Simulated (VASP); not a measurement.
# TiAl3 (Pmm2) in VASP: single point with PBE

Aim: the single point of TiAl3 with PBE.

Everything below comes from runs of VASP 6.6.1. Logs are shortened: lines on timing, memory, paths and dates and some standing lists are left out, and cuts for length are marked.

### 1 The cell of the first run

It takes space group Pmm2 (No. 25, orthorhombic). Conventional cell: a = 2.840 Å, b = 4.681 Å, c = 4.901 Å, α = 90.00°, β = 90.00°, γ = 90.00°. Within 3.7 Å of Ti (site symmetry mm2) lie 10 Al at 2.83 to 2.85 Å and 2 Ti at 2.84 Å. Within 3.7 Å of Al (site symmetry mm2) lie 4 Ti at 2.83 to 2.84 Å and 8 Al at 2.84 to 2.86 Å. Al (site symmetry mm2) has 8 Al at 2.81 to 2.86 Å and 4 Ti at 2.85 Å within 3.7 Å. Al (site symmetry mm2) has 10 Al at 2.81 to 2.86 Å and 2 Ti at 2.85 Å within 3.7 Å.

### 2 Single point, PBE

The input, INCAR:

```
SYSTEM = TiAl3
ALGO = Fast
EDIFF = 1E-6
ENCUT = 520
GGA = PE
ISIF = 2
ISMEAR = 0
LASPH = .TRUE.
LCHARG = .FALSE.
LREAL = .FALSE.
LWAVE = .FALSE.
NBANDS = 18
NELM = 60
PREC = Accurate
SIGMA = 0.1
```

The input, KPOINTS:

```
k-points
0
G
  24 16 14
  0 0 0
```

The input, POSCAR:

```
TiAl3
1.0
    2.8396770000      0.0000000000      0.0000000000
    0.0000000000      4.6812640000      0.0000000000
    0.0000000000      0.0000000000      4.9007420000
Ti Al
1 3
Direct
    0.0000000000      0.5000000000      0.1659160000
    0.5000000000      0.5000000000      0.6672710000
    0.5000000000      0.0000000000      0.3309120000
    0.0000000000      0.0000000000      0.8359000000
```

Potentials or basis: VASP PAW PBE potentials, release 64 (Ti_sv, Al).

Started as:

```bash
$ cat potpaw_PBE.64/Ti_sv/POTCAR potpaw_PBE.64/Al/POTCAR > POTCAR
$ mpirun -np 1 vasp_std > vasp.out
```

OUTCAR:

```text
SYSTEM = TiAl3
   EDIFF = 1E-6
   ENCUT = 520
   GGA = PE
   ISIF = 2
   ISMEAR = 0
   LASPH = .TRUE.
   LREAL = .FALSE.
   NELM = 60
   PREC = Accurate

 ion  position               nearest neighbor table
   1  0.000  0.500  0.166-   2 2.83   2 2.83   2 2.84   2 2.84   4 2.85   4 2.85   3 2.85   3 2.85
                             3 2.85   3 2.85
   2  0.500  0.500  0.667-   1 2.83   1 2.83   1 2.84   1 2.84   4 2.86   4 2.86   4 2.86   4 2.86
                             3 2.86   3 2.86
   3  0.500  0.000  0.331-   4 2.81   4 2.81   4 2.85   4 2.85   1 2.85   1 2.85   1 2.85   1 2.85
                             2 2.86   2 2.86
   4  0.000  0.000  0.836-   3 2.81   3 2.81   1 2.85   1 2.85   3 2.85   3 2.85   2 2.86   2 2.86
                             2 2.86   2 2.86

  LATTYP: Found a simple orthorhombic cell.
 ALAT       =     2.8396770000
 B/A-ratio  =     1.6485198845
 C/A-ratio  =     1.7258096607

  Lattice vectors:

 A1 = (   2.8396770000,   0.0000000000,   0.0000000000)
 A2 = (   0.0000000000,   4.6812640000,   0.0000000000)
 A3 = (   0.0000000000,   0.0000000000,   4.9007420000)

Analysis of symmetry for initial positions (statically):
=====================================================================
 Subroutine PRICEL returns:
 Original cell was already a primitive cell.

 Routine SETGRP: Setting up the symmetry group for a
 simple orthorhombic supercell.

 Subroutine GETGRP returns: Found  4 space group operations
 (whereof  4 operations were pure point group operations)
 out of a pool of  8 trial point group operations.

The static configuration has the point symmetry C_2v.

Analysis of symmetry for dynamics (positions and initial velocities):
=====================================================================
 Subroutine PRICEL returns:
 Original cell was already a primitive cell.

 Routine SETGRP: Setting up the symmetry group for a
 simple orthorhombic supercell.

 Subroutine GETGRP returns: Found  4 space group operations
 (whereof  4 operations were pure point group operations)
 out of a pool of  8 trial point group operations.

The dynamic configuration has the point symmetry C_2v.

 Subroutine INISYM returns: Found  4 space group operations
 (whereof  4 operations are pure point group operations),
 and found     1 'primitive' translations

----------------------------------------------------------------------------------------

                                     Primitive cell

  volume of cell :      65.1469

  direct lattice vectors                    reciprocal lattice vectors
     2.839677000  0.000000000  0.000000000     0.352152727  0.000000000  0.000000000
     0.000000000  4.681264000  0.000000000     0.000000000  0.213617519  0.000000000
     0.000000000  0.000000000  4.900742000     0.000000000  0.000000000  0.204050734

  length of vectors
     2.839677000  4.681264000  4.900742000     0.352152727  0.213617519  0.204050734

  position of ions in fractional coordinates (direct lattice)
     0.000000000  0.500000000  0.165916000
     0.500000000  0.500000000  0.667271000
     0.500000000  0.000000000  0.330912000
     0.000000000  0.000000000  0.835900000

  ion indices of the primitive-cell ions
   primitive index   ion index
                 1           1
                 2           2
                 3           3
                 4           4

----------------------------------------------------------------------------------------

 KPOINTS: k-points

Automatic generation of k-mesh.
 Grid dimensions read from file:
 generate k-points for:   24   16   14

 Generating k-lattice:

  Cartesian coordinates                     Fractional coordinates (reciprocal lattice)
     0.014673030  0.000000000  0.000000000     0.041666667  0.000000000  0.000000000
     0.000000000  0.013351095  0.000000000     0.000000000  0.062500000  0.000000000
     0.000000000  0.000000000  0.014575052     0.000000000  0.000000000  0.071428571

  Length of vectors
     0.014673030  0.013351095  0.014575052

  Shift w.r.t. Gamma in fractional coordinates (k-lattice)
     0.000000000  0.000000000  0.000000000

 Subroutine IBZKPT returns following result:
 ===========================================

 Found    936 irreducible k-points:

 Following reciprocal coordinates:
            Coordinates               Weight
  0.000000  0.000000  0.000000      1.000000
  0.041667  0.000000  0.000000      2.000000
  0.083333  0.000000  0.000000      2.000000
  0.125000  0.000000  0.000000      2.000000
  0.166667  0.000000  0.000000      2.000000
  0.208333  0.000000  0.000000      2.000000
[... 16 lines left out ...]
  0.375000  0.062500  0.000000      4.000000
  0.416667  0.062500  0.000000      4.000000
 [... further k-points ...]
   k-points           NKPTS =    936   k-points in BZ     NKDIM =    936   number of bands    NBANDS=     18
   number of dos      NEDOS =    301   number of ions     NIONS =      4
   total plane-waves  NPLWV =  31104
   dimension x,y,z NGX =    24 NGY =   36 NGZ =   36
   dimension x,y,z NGXF=    48 NGYF=   72 NGZF=   72
   ions per type =               1   3
   NGX,Y,Z   is equivalent  to a cutoff of  14.05, 12.78, 12.21 a.u.
   NGXF,Y,Z  is equivalent  to a cutoff of  28.10, 25.57, 24.42 a.u.
 SYSTEM =  TiAl3
   PREC   = accura    normal or accurate (medium, high low for compatibility)
   ISTART =      0    job   : 0-new  1-cont  2-samecut
   ICHARG =      2    charge: 1-file 2-atom 10-const
   ISPIN  =      1    spin polarized calculation?
   LNONCOLLINEAR =      F non collinear calculations
   LSORBIT =      F    spin-orbit coupling
   LASPH  =      T    aspherical Exc in radial PAW
   ENCUT  =  520.0 eV  38.22 Ry    6.18 a.u.   5.28  8.70  9.11*2*pi/ulx,y,z
   NELM   =     60;   NELMIN=  2; NELMDL= -5     # of ELM steps
   EDIFF  = 0.1E-05   stopping-criterion for ELM
   LREAL  =      F    real-space projection
   EDIFFG = 0.1E-04   stopping-criterion for IOM
   NSW    =      0    number of steps for IOM
   IBRION =     -1    ionic relax: 0-MD 1-quasi-New 2-CG
   NFREE  =      0    steps in history (QN), initial steepest desc. (CG)
   ISIF   =      2    stress and relaxation
   ISYM   =      2    0-nonsym 1-usesym 2-fastsym
   POTIM  = 0.5000    time-step for ionic-motion
   TEBEG  =    0.0;   TEEND  =   0.0 temperature during run
   PSTRESS=    0.0 pullay stress
   NELECT =      21.0000    total number of electrons
   NUPDOWN=      -1.0000    fix difference up-down
   EMIN   =  10.00;   EMAX   =-10.00  energy-range for DOS
   EFERMI =   0.00;   METHOD = LEGACY
   ISMEAR =     0;   SIGMA  =   0.10  broadening in eV -4-tet -1-fermi 0-gaus
   EFERMI_NEDOS =   21; number of points for ismear=-14 and -15
   IALGO  =     68    algorithm
   IMIX   =      4    mixing-type and parameters
     AMIX     =   0.40;   BMIX     =  1.00
     AMIX_MAG =   1.60;   BMIX_MAG =  1.00
  volume/ion in A,a.u.               =      16.29       109.91
  Fermi-wavevector in a.u.,A,eV,Ry     =   1.122492  2.121202 17.143184  1.259988
  Thomas-Fermi vector in A             =   2.259152
   LORBIT       =      0    0 simple, 1 ext, 2 COOP (PROOUT), +10 PAW based schemes
   GGA     = PE    functional components
   LHFCALC =     F    Hartree Fock is set to
   AEXX    =    0.0000 exact exchange contribution
   IVDW    =     0    specifies the selected vdW correction
   LEPSILON=     F    determine dielectric tensor
   LRPA    =     F    only Hartree local field effects (RPA)
 non-spin polarized calculation
 RMM-DIIS sequential band-by-band and
 Gauss-broadening in eV      SIGMA  =   0.10
  energy-cutoff  :      520.00
  volume of cell :       65.15
 maximum number of plane-waves:      1776
 NGX is ok and might be reduce to    24
   NGX = 11   NGY = 17   NGZ = 19

 number of electron      21.0000004 magnetization

 Free energy of the ion-electron system (eV)
  ---------------------------------------------------
  ext. energy  EPLUGINS =         0.00000000
  ---------------------------------------------------
  free energy    TOTEN  =       -20.03826019 eV

  energy without entropy =      -20.02425070  energy(sigma->0) =      -20.03125544

 E-fermi :   8.0517     XC(G=0): -10.6317

 val. band max:        8.0499070083   @ k =   0.2500   0.3750   0.5000
 cond. band min:       8.0520028634   @ k =   0.0000   0.2500   0.2857
 fundamental gap:      0.0020958551
 Fermi energy:         8.0516518034

 k-point     1 :       0.0000    0.0000    0.0000
  band No.  band energies     occupation
      1     -48.4662      2.00000
      2     -24.7954      2.00000
      3     -24.7867      2.00000
      4     -24.4254      2.00000
      5      -2.0706      2.00000
      6       2.9882      2.00000
[... 10 lines left out ...]
     17      14.1070      0.00000
     18      14.8740      0.00000

 k-point     2 :       0.0417    0.0000    0.0000
  band No.  band energies     occupation
      1     -48.4653      2.00000
      2     -24.7945      2.00000
      3     -24.7858      2.00000
      4     -24.4331      2.00000
      5      -2.0381      2.00000
      6       3.0175      2.00000
[... 10 lines left out ...]
     17      14.0957      0.00000
     18      14.3962      0.00000

 k-point     3 :       0.0833    0.0000    0.0000
  band No.  band energies     occupation
      1     -48.4626      2.00000
      2     -24.7919      2.00000
      3     -24.7832      2.00000
      4     -24.4555      2.00000
      5      -1.9408      2.00000
      6       3.1051      2.00000
[... 10 lines left out ...]
     17      13.2970      0.00000
     18      14.5536      0.00000

 k-point     4 :       0.1250    0.0000    0.0000
  band No.  band energies     occupation
      1     -48.4584      2.00000
      2     -24.7878      2.00000
      3     -24.7790      2.00000
      4     -24.4910      2.00000
      5      -1.7790      2.00000
      6       3.2505      2.00000
[... 10 lines left out ...]
     17      12.4850      0.00000
     18      14.1033      0.00000

 k-point     5 :       0.1667    0.0000    0.0000
  band No.  band energies     occupation
      1     -48.4529      2.00000
      2     -24.7824      2.00000
      3     -24.7735      2.00000
      4     -24.5370      2.00000
      5      -1.5534      2.00000
      6       3.4525      2.00000
[... 10 lines left out ...]
     17      12.2529      0.00000
     18      14.0494      0.00000

 k-point     6 :       0.2083    0.0000    0.0000
  band No.  band energies     occupation
      1     -48.4465      2.00000
      2     -24.7761      2.00000
      3     -24.7671      2.00000
      4     -24.5903      2.00000
      5      -1.2649      2.00000
      6       3.7094      2.00000
[... 10 lines left out ...]
     17      12.4785      0.00000
     18      14.5547      0.00000

 k-point     7 :       0.2500    0.0000    0.0000
  band No.  band energies     occupation
      1     -48.4397      2.00000
      2     -24.7694      2.00000
      3     -24.7602      2.00000
      4     -24.6471      2.00000
      5      -0.9142      2.00000
      6       4.0185      2.00000
[... 10 lines left out ...]
     17      12.7522      0.00000
     18      13.8118      0.00000

 k-point     8 :       0.2917    0.0000    0.0000
  band No.  band energies     occupation
      1     -48.4328      2.00000
      2     -24.7626      2.00000
      3     -24.7533      2.00000
      4     -24.7035      2.00000
      5      -0.5027      2.00000
      6       4.3753      2.00000
[... 10 lines left out ...]
     17      12.8651      0.00000
     18      13.3549      0.00000
[... 229 lines left out ...]
     17      12.3855      0.00000
     18      14.1427      0.00000

 k-point    20 :       0.2500    0.0625    0.0000
  band No.  band energies     occupation
      1     -48.4397      2.00000
      2     -24.7695      2.00000
      3     -24.7602      2.00000
      4     -24.6471      2.00000
      5      -0.8891      2.00000
      6       3.9258      2.00000
[... 10 lines left out ...]
     17      12.6307      0.00000
     18      13.6949      0.00000

 k-point    21 :       0.2917    0.0625    0.0000
  band No.  band energies     occupation
      1     -48.4328      2.00000
      2     -24.7627      2.00000
      3     -24.7533      2.00000
      4     -24.7035      2.00000
      5      -0.4780      2.00000
      6       4.2782      2.00000
[... 10 lines left out ...]
     17      12.7974      0.00000
     18      13.3320      0.00000

 k-point    22 :       0.3333    0.0625    0.0000
  band No.  band energies     occupation
      1     -48.4264      2.00000
      2     -24.7564      2.00000
      3     -24.7558      2.00000
      4     -24.7468      2.00000
      5      -0.0074      2.00000
      6       4.6703      2.00000
[... 10 lines left out ...]
     17      12.6530      0.00000
     18      13.0347      0.00000

 k-point    23 :       0.3750    0.0625    0.0000
  band No.  band energies     occupation
      1     -48.4208      2.00000
      2     -24.8003      2.00000
      3     -24.7510      2.00000
      4     -24.7414      2.00000
      5       0.5214      2.00000
      6       4.7655      2.00000
[... 10 lines left out ...]
     17      12.3008      0.00000
     18      12.5241      0.00000

 k-point    24 :       0.4167    0.0625    0.0000
  band No.  band energies     occupation
      1     -48.4166      2.00000
      2     -24.8344      2.00000
      3     -24.7469      2.00000
      4     -24.7371      2.00000
      5       1.1065      2.00000
      6       3.9569      2.00000
[... 10 lines left out ...]
     17      11.8983      0.00000
     18      12.2574      0.00000

 [... further k-points ...]

------------------------ aborting loop because EDIFF is reached ----------------------------------------

  FORCE on cell =-STRESS in cart. coord.  units (eV):
  Direction    XX          YY          ZZ          XY          YZ          ZX
  --------------------------------------------------------------------------------------
  -------------------------------------------------------------------------------------
  Total       -0.4967608      0.1328392      0.2296127      0.0000000      0.0000000      0.0000000
  in kB      -12.2169838      3.2669522      5.6469332      0.0000000      0.0000000      0.0000000
  external PRESSURE =      -1.1010328 kB  Pullay stress =       0.0000000 kB

 VOLUME and BASIS-vectors are now :
 -----------------------------------------------------------------------------
  energy-cutoff  :      520.00
  volume of cell :       65.15
      direct lattice vectors                 reciprocal lattice vectors
     2.839677000  0.000000000  0.000000000     0.352152727  0.000000000  0.000000000
     0.000000000  4.681264000  0.000000000     0.000000000  0.213617519  0.000000000
     0.000000000  0.000000000  4.900742000     0.000000000  0.000000000  0.204050734

 POSITION                                       TOTAL-FORCE (eV/Angst)
 -----------------------------------------------------------------------------------
      0.00000      2.34063      0.81311         0.000000      0.000000     -0.044889
      1.41984      2.34063      3.27012         0.000000      0.000000      0.001389
      1.41984      0.00000      1.62171         0.000000      0.000000      0.028723
      0.00000      0.00000      4.09653         0.000000      0.000000      0.014777
 -----------------------------------------------------------------------------------
    total drift:                                0.000000      0.000000      0.000324

  FREE ENERGIE OF THE ION-ELECTRON SYSTEM (eV)
  ---------------------------------------------------
  free  energy   TOTEN  =       -20.0382601864 eV

  energy  without entropy=      -20.0242507016  energy(sigma->0) =      -20.03125544
```

Wall time 20 min (1 thread of AMD EPYC 9R45 (Zen 5), shared host); peak memory 0.98 GiB.

Results:

| Property | Result |
| --- | --- |
| Free energy | -20.0383 eV |
| Pressure | -0.1 GPa |
| Largest force | 0.045 eV/Å |
| Band gap on the k mesh | zero (an odd number of electrons rules out a gap without spin polarisation) |

Forces on the atoms (eV/Å):
```
Ti   0.000  0.000 -0.045
Al   0.000  0.000  0.001
Al   0.000  0.000  0.029
Al   0.000  0.000  0.015
```

Stress tensor (GPa, compression positive):
```
-1.22  0.00  0.00
 0.00  0.33  0.00
 0.00  0.00  0.56
```
